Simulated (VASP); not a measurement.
# LaB6 (Cm) in VASP: relaxation of the atoms with PBE+D3(BJ)

Aim: the relaxation of the atoms of LaB6 with PBE+D3(BJ).

All numbers are computed with VASP 6.6.1; they aren't measurements. Logs are shortened: lines on timing, memory, paths and dates and some standing lists are left out, and cuts for length are marked.

**1. The cell of the first run**

Symmetry: Cm, No. 8, monoclinic system. Conventional cell: a = 5.879 Å, b = 5.879 Å, c = 4.157 Å, α = 90.00°, β = 90.00°, γ = 90.00°. Within 3.8 Å of La (site symmetry m) lie 24 B at 2.90 to 3.30 Å. B (site symmetry 1) has 5 B at 1.64 to 1.80 Å within 2.2 Å. B (site symmetry m) has 6 B at 1.78 to 2.37 Å within 2.4 Å. Within 2.1 Å of B (site symmetry 1) lie 5 B at 1.57 to 1.78 Å. B (site symmetry m) has 5 B at 1.57 to 1.80 Å within 2.1 Å.

**2. Relaxation of the atoms, PBE+D3(BJ)**

Input file INCAR:

```
SYSTEM = LaB6
PREC = Accurate ; ENCUT = 520
EDIFF = 1E-6 ; ISMEAR = -1
SIGMA = 0.1 ; LREAL = .FALSE.
LASPH = .TRUE. ; NELM = 60
ALGO = Normal ; ISIF = 2
LWAVE = .FALSE. ; LCHARG = .FALSE.
GGA = PE ; IVDW = 12
IBRION = 2 ; NSW = 80
EDIFFG = -0.01
```

Input file KPOINTS:

```
Automatic mesh
0
G
  4 4 4
  0 0 0
```

Input file POSCAR:

```
LaB6
1.0
    4.1570000000      0.0000000000      0.0000000000
    0.0000000000      4.1570000000      0.0000000000
    0.0000000000      0.0000000000      4.1570000000
La B
1 6
Direct
    0.0000000000      0.0000000000      0.0000000000
    0.1975000000      0.5000000000      0.5000000000
    0.5000000000      0.1975000000      0.5000000000
    0.8025000000      0.5000000000      0.5000000000
    0.5360840000      0.7664160000      0.5360840000
    0.5000000000      0.5000000000      0.1975000000
    0.5000000000      0.5000000000      0.8025000000
```

Potentials or basis: VASP PAW PBE potentials, release 64 (La, B).

Command:

```
$ cat potpaw_PBE.64/La/POTCAR potpaw_PBE.64/B/POTCAR > POTCAR
$ mpirun -np 1 vasp_std > vasp.out
```

OUTCAR:

```text
SYSTEM = LaB6
   PREC = Accurate
   ENCUT = 520
   EDIFF = 1E-6
   ISMEAR = -1
   LREAL = .FALSE.
   LASPH = .TRUE.
   NELM = 60
   ISIF = 2
   GGA = PE
   IVDW = 12
   IBRION = 2
   NSW = 80
   EDIFFG = -0.01
 IVDW          = 12

 ion  position               nearest neighbor table
   1  0.000  0.000  0.000-   5 2.90
   2  0.197  0.500  0.500-   4 1.64   3 1.78   6 1.78   7 1.78   5 1.80
   3  0.500  0.197  0.500-   2 1.78   4 1.78   6 1.78   7 1.78   5 1.80
   4  0.803  0.500  0.500-   5 1.57   2 1.64   3 1.78   6 1.78   7 1.78
   5  0.536  0.766  0.536-   7 1.57   4 1.57   6 1.80   2 1.80   3 1.80   1 2.90
   6  0.500  0.500  0.197-   7 1.64   3 1.78   4 1.78   2 1.78   5 1.80
   7  0.500  0.500  0.803-   5 1.57   6 1.64   4 1.78   2 1.78   3 1.78

  LATTYP: Found a simple cubic cell.
 ALAT       =     4.1570000000

  Lattice vectors:

 A1 = (   4.1570000000,   0.0000000000,   0.0000000000)
 A2 = (   0.0000000000,   4.1570000000,   0.0000000000)
 A3 = (   0.0000000000,   0.0000000000,   4.1570000000)

Analysis of symmetry for initial positions (statically):
=====================================================================
 Subroutine PRICEL returns:
 Original cell was already a primitive cell.

 Routine SETGRP: Setting up the symmetry group for a
 simple cubic supercell.

 Subroutine GETGRP returns: Found  2 space group operations
 (whereof  2 operations were pure point group operations)
 out of a pool of 48 trial point group operations.

The static configuration has the point symmetry C_1h.

Analysis of symmetry for dynamics (positions and initial velocities):
=====================================================================
 Subroutine PRICEL returns:
 Original cell was already a primitive cell.

 Routine SETGRP: Setting up the symmetry group for a
 simple cubic supercell.

 Subroutine GETGRP returns: Found  2 space group operations
 (whereof  2 operations were pure point group operations)
 out of a pool of 48 trial point group operations.

The dynamic configuration has the point symmetry C_1h.

 Subroutine INISYM returns: Found  2 space group operations
 (whereof  2 operations are pure point group operations),
 and found     1 'primitive' translations

----------------------------------------------------------------------------------------

                                     Primitive cell

  volume of cell :      71.8357

  direct lattice vectors                    reciprocal lattice vectors
     4.157000000  0.000000000  0.000000000     0.240558095  0.000000000  0.000000000
     0.000000000  4.157000000  0.000000000     0.000000000  0.240558095  0.000000000
     0.000000000  0.000000000  4.157000000     0.000000000  0.000000000  0.240558095

  length of vectors
[... 86 lines left out ...]
   LNONCOLLINEAR =      F non collinear calculations
   LSORBIT =      F    spin-orbit coupling
   LASPH  =      T    aspherical Exc in radial PAW
   ENCUT  =  520.0 eV  38.22 Ry    6.18 a.u.   7.73  7.73  7.73*2*pi/ulx,y,z
   NELM   =     60;   NELMIN=  2; NELMDL= -5     # of ELM steps
   EDIFF  = 0.1E-05   stopping-criterion for ELM
   LREAL  =      F    real-space projection
   EDIFFG = -.1E-01   stopping-criterion for IOM
   NSW    =     80    number of steps for IOM
   IBRION =      2    ionic relax: 0-MD 1-quasi-New 2-CG
   NFREE  =      1    steps in history (QN), initial steepest desc. (CG)
   ISIF   =      2    stress and relaxation
   ISYM   =      2    0-nonsym 1-usesym 2-fastsym
   POTIM  = 0.5000    time-step for ionic-motion
   TEBEG  =    0.0;   TEEND  =   0.0 temperature during run
   PSTRESS=    0.0 pullay stress
   NELECT =      29.0000    total number of electrons
   NUPDOWN=      -1.0000    fix difference up-down
   EMIN   =  10.00;   EMAX   =-10.00  energy-range for DOS
   EFERMI =   0.00;   METHOD = LEGACY
   ISMEAR =    -1;   SIGMA  =   0.10  broadening in eV -4-tet -1-fermi 0-gaus
   EFERMI_NEDOS =   21; number of points for ismear=-14 and -15
   IALGO  =     38    algorithm
   IMIX   =      4    mixing-type and parameters
     AMIX     =   0.40;   BMIX     =  1.00
     AMIX_MAG =   1.60;   BMIX_MAG =  1.00
  volume/ion in A,a.u.               =      10.26        69.25
  Fermi-wavevector in a.u.,A,eV,Ry     =   1.209932  2.286439 19.918037  1.463934
  Thomas-Fermi vector in A             =   2.345494
   LORBIT       =      0    0 simple, 1 ext, 2 COOP (PROOUT), +10 PAW based schemes
   GGA     = PE    functional components
   LHFCALC =     F    Hartree Fock is set to
   AEXX    =    0.0000 exact exchange contribution
   IVDW    =    12    specifies the selected vdW correction
   LEPSILON=     F    determine dielectric tensor
   LRPA    =     F    only Hartree local field effects (RPA)
 conjugate gradient relaxation of ions
 non-spin polarized calculation
  energy-cutoff  :      520.00
  volume of cell :       71.84
 maximum number of plane-waves:      1956
 NGX is ok and might be reduce to    32
   NGX = 15   NGY = 15   NGZ = 15

--------------------------------------- Ionic step        1  -------------------------------------------

 number of electron      29.0000003 magnetization

 Free energy of the ion-electron system (eV)
  ---------------------------------------------------
  ext. energy  EPLUGINS =         0.00000000
  ---------------------------------------------------
  free energy    TOTEN  =       -48.28722664 eV

  energy without entropy =      -48.24602591  energy(sigma->0) =      -48.26662627

------------------------ aborting loop because EDIFF is reached ----------------------------------------

 Edisp (eV)   -1.80365

 E8    (eV) :    -0.7587
[... 120 lines left out ...]
  FREE ENERGIE OF THE ION-ELECTRON SYSTEM (eV)
  ---------------------------------------------------
  free  energy   TOTEN  =       -50.7143515686 eV

  energy  without entropy=      -50.6668242945  energy(sigma->0) =      -50.69058793

[... ionic steps 4 to 15 ...]

--------------------------------------- Ionic step       16  -------------------------------------------

 number of electron      28.9999999 magnetization

------------------------ aborting loop because EDIFF is reached ----------------------------------------
[... 85 lines left out ...]
--------------------------------------- Ionic step       18  -------------------------------------------

 number of electron      28.9999999 magnetization

 Free energy of the ion-electron system (eV)
  ---------------------------------------------------
  ext. energy  EPLUGINS =         0.00000000
  ---------------------------------------------------
  free energy    TOTEN  =       -49.01910371 eV

  energy without entropy =      -48.96668347  energy(sigma->0) =      -48.99289359

 E-fermi :   8.5584     XC(G=0): -11.2513

 val. band max:        8.5123251411   @ k =  -0.2500   0.0000   0.2500
 cond. band min:       8.6592791915   @ k =  -0.2500   0.2500   0.0000
 fundamental gap:      0.1469540504
 Fermi energy:         8.5583789286

 k-point     1 :       0.0000    0.0000    0.0000
  band No.  band energies     occupation
      1     -24.4997      2.00000
      2      -8.2315      2.00000
      3      -8.2315      2.00000
      4      -8.2314      2.00000
      5      -6.9539      2.00000
      6       0.6639      2.00000
[... 531 lines left out ...]
  FREE ENERGIE OF THE ION-ELECTRON SYSTEM (eV)
  ---------------------------------------------------
  free  energy   TOTEN  =       -50.8229637328 eV

  energy  without entropy=      -50.7705434910  energy(sigma->0) =      -50.79675361

 reached required accuracy - stopping structural energy minimisation
```

OSZICAR:

```text
N       E                     dE             d eps       ncg     rms          rms(c)
DAV:   1     0.238665200496E+03    0.23867E+03   -0.11437E+04   864   0.205E+03
DAV:   2    -0.428488136015E+01   -0.24295E+03   -0.23237E+03  1144   0.330E+02
DAV:   3    -0.507200020030E+02   -0.46435E+02   -0.39844E+02  1346   0.178E+02
[... 130 lines left out ...]
  17 F= -.50822952E+02 E0= -.50796708E+02  d E =-.378966E-04
       N       E                     dE             d eps       ncg     rms          rms(c)
DAV:   1    -0.490190831275E+02    0.11864E-04   -0.45064E-03   896   0.506E-01    0.169E-02
DAV:   2    -0.490191055048E+02   -0.22377E-04   -0.29849E-04  1392   0.191E-01    0.961E-03
DAV:   3    -0.490191040438E+02    0.14610E-05   -0.13635E-05  1304   0.278E-02    0.551E-03
DAV:   4    -0.490191037084E+02    0.33537E-06   -0.21919E-06   746   0.140E-02
  18 F= -.50822964E+02 E0= -.50796754E+02  d E =-.120029E-04
```

Wall time 2.9 min (1 thread of Intel Xeon Platinum 8375C at 2.90GHz (Ice Lake), shared host); peak memory 0.21 GiB.

What came out:

```
Free energy                  : -50.8230 eV
Energy gained by relaxing    : 104.6 meV/atom
Ionic steps                  : 18
Pressure after relaxing      : -4.1 GPa
Largest force after relaxing : 0.009 eV/Å
Dispersion energy per atom   : -0.258 eV
```

Forces on the atoms (eV/Å):
```
La   0.002 -0.002  0.002
B    0.008 -0.004 -0.003
B    0.001 -0.001  0.001
B   -0.007  0.003 -0.001
B    0.001  0.005  0.001
B   -0.003 -0.004  0.008
B   -0.001  0.003 -0.007
```

The path:
```
step  energy change (eV)  largest force (eV/Å)  pressure (GPa)
   1              0.0000                6.8655           -0.76
   2              0.2519                8.7432           -2.31
   3             -0.6235                1.3148           -4.42
   4             -0.6670                1.2724           -3.13
   5             -0.6912                0.6673           -3.78
   6             -0.7263                0.3133           -4.00
   7             -0.7270                0.3643           -4.02
   8             -0.7300                0.2949           -4.18
   9             -0.7305                0.1571           -4.14
  10             -0.7315                0.0743           -4.06
  11             -0.7315                0.0652           -4.06
  12             -0.7319                0.0418           -4.10
  13             -0.7319                0.0397           -4.10
  14             -0.7320                0.0222           -4.10
  15             -0.7320                0.0281           -4.10
  16             -0.7321                0.0173           -4.09
  17             -0.7321                0.0165           -4.09
  18             -0.7321                0.0094           -4.10
```

Final structure:
```
La B
1.0
     4.15700    0.00000    0.00000
     0.00000    4.15700    0.00000
     0.00000    0.00000    4.15700
La B
1 6
Direct
  0.00512 0.99490 0.00512
  0.20485 0.49491 0.50522
  0.50511 0.19457 0.50511
  0.80546 0.49478 0.50519
  0.50513 0.79507 0.50513
  0.50522 0.49491 0.20485
  0.50519 0.49478 0.80546
```

Levels at points of the mesh, in eV from the Fermi level:
```
           k point  band 11  band 12  band 13  band 14  band 15  band 16  band 17  band 18
(0.00, 0.00, 0.00)    -6.96    -1.86    -1.86    -1.85     0.22     0.22     0.22     1.51
(0.50, 0.00, 0.00)    -3.45    -3.45    -3.18    -2.46    -1.47     1.49     1.57     1.57
(0.00, 0.50, 0.00)    -3.45    -3.45    -3.18    -2.46    -1.47     1.49     1.57     1.57
(0.50, 0.50, 0.00)    -4.43    -4.43    -2.88    -2.88     1.03     1.04     1.96     1.99
(0.50, 0.00, 0.50)    -4.44    -4.43    -2.88    -2.88     1.04     1.04     1.96     1.99
(0.50, 0.50, 0.50)    -4.71    -2.39    -2.39    -2.39     1.49     1.77     1.77     1.77
```

Caveat: the k points lie up to 0.38 Å⁻¹ apart; spin-orbit coupling is left out, which moves the levels of the heavy elements; pairwise dispersion overbinds metals, which lowers pressure and volume.
